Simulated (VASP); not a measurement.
# Al in VASP: a series of runs

Runs on Al. Level: PBE+D3(BJ). Tasks: single point, relaxation of the atoms.

All numbers are computed with VASP 6.6.1; they aren't measurements. Logs are shortened: lines on timing, memory, paths and dates and some standing lists are left out, and cuts for length are marked.

## 1. The cell of the first run

The cell holds a slab with vacuum, 12 atoms: a = 5.632 Å, b = 5.632 Å, c = 24.585 Å, α = 90.00°, β = 90.00°, γ = 120.00°.

## 2. Single point, PBE+D3(BJ)

Contents of INCAR:

```
PREC = Accurate
ENCUT = 520
EDIFF = 1E-6
ISMEAR = 0
SIGMA = 0.1
LREAL = F
LASPH = T
NELM = 100
ALGO = Normal
ISIF = 2
LWAVE = F
LCHARG = F
LDIPOL = T
IDIPOL = 3
DIPOL = 0.5 0.5 0.419
GGA = PE
IVDW = 12
NBANDS = 30
```

Contents of KPOINTS:

```
regular mesh
0
Gamma
  4 4 1
```

Contents of POSCAR:

```
Al
1.0
    5.6324246419      0.0000000000      0.0000000000
   -2.8162123210      4.8778228248      0.0000000000
    0.0000000000      0.0000000000     24.5850554625
Al
12
Direct
    0.3333333333      0.1666666667      0.3254009336
    0.3333333333      0.6666666667      0.3254009336
    0.8333333333      0.1666666667      0.3254009336
    0.8333333333      0.6666666667      0.3254009336
    0.6668738317      0.3332857372      0.4187756745
    0.6668370160      0.8332679254      0.4187824497
    0.1668686801      0.3332992274      0.4186989441
    0.1668712588      0.8333167624      0.4187628478
    0.0005479301      0.4997891493      0.5120918301
    0.0005173794      0.0002098133      0.5121067474
    0.5001274622      0.4997672865      0.5121687794
    0.5004076589     -0.0000830795      0.5121872450
```

Potentials or basis: VASP PAW PBE potentials, release 64 (Al).

Command:

```console
$ cat potpaw_PBE.64/Al/POTCAR > POTCAR
$ mpirun -np 1 vasp_std > vasp.out
```

OUTCAR:

```text
PREC = Accurate
   ENCUT = 520
   EDIFF = 1E-6
   ISMEAR = 0
   LREAL = F
   LASPH = T
   NELM = 100
   ISIF = 2
   GGA = PE
   IVDW = 12
 IVDW          = 12

 ion  position               nearest neighbor table
   1  0.333  0.167  0.325-   7 2.81   8 2.81   5 2.81   4 2.82   4 2.82   3 2.82   3 2.82   2 2.82
                             2 2.82
   2  0.333  0.667  0.325-   7 2.81   8 2.81   6 2.81   3 2.82   3 2.82   4 2.82   4 2.82   1 2.82
                             1 2.82
   3  0.833  0.167  0.325-   7 2.81   5 2.81   6 2.81   2 2.82   2 2.82   1 2.82   1 2.82   4 2.82
                             4 2.82
   4  0.833  0.667  0.325-   6 2.81   5 2.81   8 2.81   1 2.82   1 2.82   2 2.82   2 2.82   3 2.82
                             3 2.82
   5  0.667  0.333  0.419-   3 2.81   9 2.81  11 2.81   4 2.81   1 2.81  12 2.81   8 2.82   7 2.82
                             6 2.82   6 2.82   7 2.82   8 2.82
   6  0.667  0.833  0.419-   4 2.81  12 2.81  10 2.81   3 2.81   2 2.81  11 2.81   7 2.82   8 2.82
                             5 2.82   5 2.82   8 2.82   7 2.82
   7  0.167  0.333  0.419-   1 2.81   2 2.81   9 2.81   3 2.81  10 2.81  11 2.81   6 2.82   8 2.82
                             5 2.82   5 2.82   8 2.82   6 2.82
   8  0.167  0.833  0.419-   2 2.81  10 2.81   9 2.81   1 2.81   4 2.81  12 2.81   7 2.82   5 2.82
                             6 2.82   6 2.82   5 2.82   7 2.82
   9  0.001  0.500  0.512-   7 2.81   8 2.81   5 2.81  10 2.81  11 2.81  12 2.82  12 2.82  11 2.82
                            10 2.82
  10  0.001  0.000  0.512-   8 2.81   6 2.81   7 2.81   9 2.81  11 2.81  12 2.82  12 2.82  11 2.82
                             9 2.82
  11  0.500  0.500  0.512-   5 2.81   6 2.81  10 2.81   9 2.81   7 2.81  12 2.82  12 2.82   9 2.82
                            10 2.82
  12  0.500  1.000  0.512-   6 2.81   5 2.81   8 2.81  10 2.82  11 2.82   9 2.82   9 2.82  11 2.82
                            10 2.82

  LATTYP: Found a hexagonal cell.
 ALAT       =     5.6324246419
 C/A-ratio  =     4.3649151166

  Lattice vectors:

 A1 = (   5.6324246419,   0.0000000000,   0.0000000000)
 A2 = (  -2.8162123210,   4.8778228248,   0.0000000000)
 A3 = (   0.0000000000,   0.0000000000,  24.5850554625)

Analysis of symmetry for initial positions (statically):
=====================================================================
 Subroutine PRICEL returns:
 Original cell was already a primitive cell.

 Routine SETGRP: Setting up the symmetry group for a
 hexagonal supercell.

 Subroutine GETGRP returns: Found  1 space group operations
 (whereof  1 operations were pure point group operations)
 out of a pool of 24 trial point group operations.

The static configuration has the point symmetry C_1 .

Analysis of symmetry for dynamics (positions and initial velocities):
=====================================================================
 Subroutine PRICEL returns:
 Original cell was already a primitive cell.

 Routine SETGRP: Setting up the symmetry group for a
 hexagonal supercell.

 Subroutine GETGRP returns: Found  1 space group operations
 (whereof  1 operations were pure point group operations)
 out of a pool of 24 trial point group operations.

The dynamic configuration has the point symmetry C_1 .

 Subroutine INISYM returns: Found  1 space group operations
 (whereof  1 operations are pure point group operations),
 and found     1 'primitive' translations

----------------------------------------------------------------------------------------

                                     Primitive cell

  volume of cell :     675.4491

  direct lattice vectors                    reciprocal lattice vectors
     5.632424642  0.000000000  0.000000000     0.177543432  0.102504748  0.000000000
    -2.816212321  4.877822825  0.000000000     0.000000000  0.205009496  0.000000000
     0.000000000  0.000000000 24.585055463     0.000000000  0.000000000  0.040675117

  length of vectors
     5.632424642  5.632424642 24.585055463     0.205009496  0.205009496  0.040675117

  position of ions in fractional coordinates (direct lattice)
     0.333333333  0.166666667  0.325400934
     0.333333333  0.666666667  0.325400934
     0.833333333  0.166666667  0.325400934
     0.833333333  0.666666667  0.325400934
     0.666873832  0.333285737  0.418775674
     0.666837016  0.833267925  0.418782450
     0.166868680  0.333299227  0.418698944
     0.166871259  0.833316762  0.418762848
     0.000547930  0.499789149  0.512091830
     0.000517379  0.000209813  0.512106747
     0.500127462  0.499767287  0.512168779
     0.500407659  0.999916920  0.512187245

  ion indices of the primitive-cell ions
   primitive index   ion index
                 1           1
                 2           2
                 3           3
                 4           4
                 5           5
                 6           6
                 7           7
                 8           8
                 9           9
                10          10
                11          11
                12          12

----------------------------------------------------------------------------------------

 KPOINTS: regular mesh

Automatic generation of k-mesh.
 Grid dimensions read from file:
 generate k-points for:    4    4    1

 Generating k-lattice:

  Cartesian coordinates                     Fractional coordinates (reciprocal lattice)
     0.044385858  0.025626187  0.000000000     0.250000000  0.000000000  0.000000000
     0.000000000  0.051252374  0.000000000     0.000000000  0.250000000  0.000000000
     0.000000000  0.000000000  0.040675117     0.000000000  0.000000000  1.000000000

  Length of vectors
     0.051252374  0.051252374  0.040675117

  Shift w.r.t. Gamma in fractional coordinates (k-lattice)
     0.000000000  0.000000000  0.000000000

 Subroutine IBZKPT returns following result:
 ===========================================

 Found     10 irreducible k-points:

 Following reciprocal coordinates:
            Coordinates               Weight
  0.000000  0.000000  0.000000      1.000000
  0.250000  0.000000  0.000000      2.000000
  0.000000  0.250000  0.000000      2.000000
 -0.250000  0.250000  0.000000      2.000000
  0.500000  0.000000  0.000000      1.000000
  0.000000  0.500000  0.000000      1.000000
  0.500000  0.500000  0.000000      1.000000
  0.250000  0.250000  0.000000      2.000000
 -0.250000  0.500000  0.000000      2.000000
  0.500000  0.250000  0.000000      2.000000
   k-points           NKPTS =     10   k-points in BZ     NKDIM =     10   number of bands    NBANDS=     30
   number of dos      NEDOS =    301   number of ions     NIONS =     12
   total plane-waves  NPLWV = 338688
   dimension x,y,z NGX =    42 NGY =   42 NGZ =  192
   dimension x,y,z NGXF=    84 NGYF=   84 NGZF=  384
   ions per type =              12
   NGX,Y,Z   is equivalent  to a cutoff of  12.40, 12.40, 12.98 a.u.
   NGXF,Y,Z  is equivalent  to a cutoff of  24.79, 24.79, 25.97 a.u.
 SYSTEM =  unknown system
   PREC   = accura    normal or accurate (medium, high low for compatibility)
   ISTART =      0    job   : 0-new  1-cont  2-samecut
   ICHARG =      2    charge: 1-file 2-atom 10-const
   ISPIN  =      1    spin polarized calculation?
   LNONCOLLINEAR =      F non collinear calculations
   LSORBIT =      F    spin-orbit coupling
   LASPH  =      T    aspherical Exc in radial PAW
   ENCUT  =  520.0 eV  38.22 Ry    6.18 a.u.  10.47 10.47 45.71*2*pi/ulx,y,z
   NELM   =    100;   NELMIN=  2; NELMDL= -5     # of ELM steps
   EDIFF  = 0.1E-05   stopping-criterion for ELM
   LREAL  =      F    real-space projection
   EDIFFG = 0.1E-04   stopping-criterion for IOM
   NSW    =      0    number of steps for IOM
   IBRION =     -1    ionic relax: 0-MD 1-quasi-New 2-CG
   NFREE  =      0    steps in history (QN), initial steepest desc. (CG)
   ISIF   =      2    stress and relaxation
   ISYM   =      2    0-nonsym 1-usesym 2-fastsym
   POTIM  = 0.5000    time-step for ionic-motion
   TEBEG  =    0.0;   TEEND  =   0.0 temperature during run
   PSTRESS=    0.0 pullay stress
   NELECT =      36.0000    total number of electrons
   NUPDOWN=      -1.0000    fix difference up-down
   EMIN   =  10.00;   EMAX   =-10.00  energy-range for DOS
   EFERMI =   0.00;   METHOD = LEGACY
   ISMEAR =     0;   SIGMA  =   0.10  broadening in eV -4-tet -1-fermi 0-gaus
   EFERMI_NEDOS =   21; number of points for ismear=-14 and -15
   IALGO  =     38    algorithm
   IMIX   =      4    mixing-type and parameters
     AMIX     =   0.40;   BMIX     =  1.00
     AMIX_MAG =   1.60;   BMIX_MAG =  1.00
  volume/ion in A,a.u.               =      56.29       379.85
  Fermi-wavevector in a.u.,A,eV,Ry     =   0.616091  1.164243  5.164336  0.379568
  Thomas-Fermi vector in A             =   1.673695
   LORBIT       =      0    0 simple, 1 ext, 2 COOP (PROOUT), +10 PAW based schemes
   GGA     = PE    functional components
   LHFCALC =     F    Hartree Fock is set to
   AEXX    =    0.0000 exact exchange contribution
   IVDW    =    12    specifies the selected vdW correction
   LEPSILON=     F    determine dielectric tensor
   LRPA    =     F    only Hartree local field effects (RPA)
 non-spin polarized calculation
 Gauss-broadening in eV      SIGMA  =   0.10
  energy-cutoff  :      520.00
  volume of cell :      675.45
 maximum number of plane-waves:     18307
 NGX is ok and might be reduce to    42
   NGX = 21   NGY = 21   NGZ = 91

 dipolmoment           0.000000      0.000000      0.000014 electrons x Angstroem

 number of electron      36.0000000 magnetization

 dipolmoment           0.000000      0.000000     -0.000054 electrons x Angstroem

 Free energy of the ion-electron system (eV)
  ---------------------------------------------------
  ext. energy  EPLUGINS =         0.00000000
  ---------------------------------------------------
  free energy    TOTEN  =       -42.35751742 eV

  energy without entropy =      -42.33661130  energy(sigma->0) =      -42.34706436

 E-fermi :  -0.3437     XC(G=0):  -3.6505

 val. band max:       -0.5133385629   @ k =   0.5000   0.0000   0.0000
 cond. band min:      -0.3152529840   @ k =   0.2500   0.0000   0.0000
 fundamental gap:      0.1980855789
 Fermi energy:        -0.3437192652

 k-point     1 :       0.0000    0.0000    0.0000
  band No.  band energies     occupation
      1     -11.1666      2.00000
      2      -9.4799      2.00000
      3      -6.7351      2.00000
      4      -5.1463      2.00000
      5      -5.1454      2.00000
      6      -5.1430      2.00000
[... 22 lines left out ...]
     29       2.2584      0.00000
     30       2.4980      0.00000

 k-point     2 :       0.2500    0.0000    0.0000
  band No.  band energies     occupation
      1     -10.7795      2.00000
      2      -9.0959      2.00000
      3      -7.7231      2.00000
      4      -6.3528      2.00000
      5      -6.2227      2.00000
      6      -6.2224      2.00000
[... 22 lines left out ...]
     29       2.8695      0.00000
     30       3.3323      0.00000

 k-point     3 :       0.0000    0.2500    0.0000
  band No.  band energies     occupation
      1     -10.7795      2.00000
      2      -9.0959      2.00000
      3      -7.7231      2.00000
      4      -6.3528      2.00000
      5      -6.2226      2.00000
      6      -6.2225      2.00000
[... 220 lines left out ...]
     29       3.3567      0.00000
     30       3.4372      0.00000

 k-point    10 :       0.5000    0.2500    0.0000
  band No.  band energies     occupation
      1     -10.0087      2.00000
      2      -8.4814      2.00000
      3      -8.4795      2.00000
      4      -8.3316      2.00000
      5      -6.8193      2.00000
      6      -6.8162      2.00000
[... 22 lines left out ...]
     29       3.3637      0.00000
     30       3.4377      0.00000

------------------------ aborting loop because EDIFF is reached ----------------------------------------

 vacuum level on the upper side and lower side of the slab       (xc-potential included)        -0.103        -0.105

 Edisp (eV)   -2.84630

 E8    (eV) :    -1.3328

  FORCE on cell =-STRESS in cart. coord.  units (eV):
  Direction    XX          YY          ZZ          XY          YZ          ZX
  --------------------------------------------------------------------------------------
  -------------------------------------------------------------------------------------
  Total      -2.00649    -2.00672    -0.16931    -0.00070     0.00241    -0.01526
  in kB      -4.75943    -4.75996    -0.40160    -0.00167     0.00572    -0.03619
  external pressure =       -3.31 kB  Pullay stress =        0.00 kB

 VOLUME and BASIS-vectors are now :
 -----------------------------------------------------------------------------
  energy-cutoff  :      520.00
  volume of cell :      675.45
      direct lattice vectors                 reciprocal lattice vectors
     5.632424642  0.000000000  0.000000000     0.177543432  0.102504748  0.000000000
    -2.816212321  4.877822825  0.000000000     0.000000000  0.205009496  0.000000000
     0.000000000  0.000000000 24.585055463     0.000000000  0.000000000  0.040675117

 POSITION                                       TOTAL-FORCE (eV/Angst)
 -----------------------------------------------------------------------------------
      1.40811      0.81297      8.00000         0.001791     -0.000433      0.006428
     -0.00000      3.25188      8.00000         0.001040      0.000926      0.006598
      4.22432      0.81297      8.00000        -0.000093     -0.000863      0.007096
      2.81621      3.25188      8.00000         0.000553     -0.000167      0.008444
      2.81751      1.62571     10.29562        -0.001280      0.000001      0.000473
      1.40925      4.06453     10.29579        -0.000095     -0.000395     -0.000313
      0.00123      1.62577     10.29374         0.001062      0.000227      0.006585
     -1.40691      4.06477     10.29531         0.000383      0.000193      0.001224
     -1.40443      2.43788     12.58981        -0.011610      0.006870     -0.005958
      0.00232      0.00102     12.59017         0.000278     -0.012571     -0.007055
      1.40948      2.43778     12.59170         0.009694      0.006214     -0.011790
      0.00253      4.87742     12.59215        -0.001723     -0.000003     -0.011732
 -----------------------------------------------------------------------------------
    total drift:                               -0.000004      0.000000     -0.000106

  FREE ENERGIE OF THE ION-ELECTRON SYSTEM (eV)
  ---------------------------------------------------
  free  energy   TOTEN  =       -45.2038207687 eV

  energy  without entropy=      -45.1829146483  energy(sigma->0) =      -45.19336771

 vacuum level on the upper side and lower side of the slab         3.429         3.427
```

Run time: 3.8 min. Hardware: 1 thread of Intel Xeon 6975P-C (Granite Rapids), shared host; peak memory 0.68 GiB.

Results:

```yaml
Free_energy: -45.2038 eV
Largest_force: 0.016 eV/Å
Band_gap_on_the_k_mesh: zero (bands 18 and 19 overlap by 0.70 eV)
Dispersion_energy_per_atom: -0.237 eV
```

Forces in eV/Å, atoms in the order of the input:
```
Al   0.002  0.000  0.006
Al   0.001  0.001  0.007
Al   0.000 -0.001  0.007
Al   0.001  0.000  0.008
Al  -0.001  0.000  0.000
Al   0.000  0.000  0.000
Al   0.001  0.000  0.007
Al   0.000  0.000  0.001
Al  -0.012  0.007 -0.006
Al   0.000 -0.013 -0.007
Al   0.010  0.006 -0.012
Al  -0.002  0.000 -0.012
```

Levels at points of the mesh, in eV from the Fermi level:
```csv
k point,band 16,band 17,band 18,band 19,band 20,band 21
"(0.00, 0.00, 0.00)",-2.82,-0.44,-0.44,-0.44,-0.20,-0.20
"(0.50, 0.00, 0.00)",-0.49,-0.17,-0.17,0.93,0.93,1.23
"(0.00, 0.50, 0.00)",-0.49,-0.17,-0.17,0.93,0.93,1.23
"(0.50, 0.50, 0.00)",-0.49,-0.17,-0.17,0.93,0.93,1.23
```

[end of part 1 of 2]
